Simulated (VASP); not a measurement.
Set up this calculation in VASP 6.6.1, as the native input.

| Property | Result |
| --- | --- |
| Task | density of states |
| Functional | LDA |
| Potentials or basis | VASP PAW LDA potentials, release 64 (S) |
| Cutoff | 520 eV |
| k mesh | 16 × 16 × 16 |
| Occupations | fermi-dirac, width 0.08 eV |
| Spin | no spin polarisation |
| Dipole correction | no |
| k mesh for the DOS | 24 × 24 × 24 |
| Occupations for the DOS | tetrahedron |
| Further INCAR settings | ALGO = Normal; EDIFF = 1e-06 |

Crystal: S.

```
S
1.0
     2.45739    0.00000    0.00000
     0.00000    2.45739    0.00000
     0.00000    0.00000    2.45739
S
1
Cartesian
  0.0000 0.0000 0.0000
```

This cell differs from its parent crystal: volume scaled by 0.92.

One way to write it, as run:

POSCAR

```
S
1.0
    2.4573940867      0.0000000000      0.0000000000
    0.0000000000      2.4573940867      0.0000000000
    0.0000000000      0.0000000000      2.4573940867
S
1
Direct
    0.0000000000      0.0000000000      0.0000000000
```

INCAR.step1

```
  PREC = Accurate
  ENCUT = 520
  EDIFF = 1E-6
  ISMEAR = -1
  SIGMA = 0.08
  LREAL = False
  LASPH = True
  NELM = 100
  ALGO = Normal
  ISIF = 2
  LWAVE = False
  LCHARG = True
  GGA = CA
  NBANDS = 9
```

KPOINTS.step1

```
regular mesh
0
Gamma
  16 16 16
```

INCAR.step2

```
  PREC = Accurate
  ENCUT = 520
  EDIFF = 1E-6
  ISMEAR = -5
  SIGMA = 0.08
  LREAL = False
  LASPH = True
  NELM = 100
  ALGO = Normal
  ISIF = 2
  LWAVE = False
  LCHARG = False
  GGA = CA
  LORBIT = 10
  NEDOS = 1001
  ICHARG = 11
```

KPOINTS.step2

```
regular mesh
0
Gamma
  24 24 24
```

Potentials or basis: VASP PAW LDA potentials, release 64 (S).

Run with:

```bash
$ cat potpaw_LDA.64/S/POTCAR > POTCAR
$ cp INCAR.step1 INCAR
$ cp KPOINTS.step1 KPOINTS
$ mpirun -np 1 vasp_std > vasp.out
$ cp INCAR.step2 INCAR
$ cp KPOINTS.step2 KPOINTS
$ mpirun -np 1 vasp_std > vasp.out
```

It gave:

| Item | Value |
| --- | --- |
| Valence electrons inside the program's atomic spheres | S 3.55 |

It took 84 s on 1 thread of AMD EPYC 7R13, with other jobs on the host, peak memory 0.12 GiB.
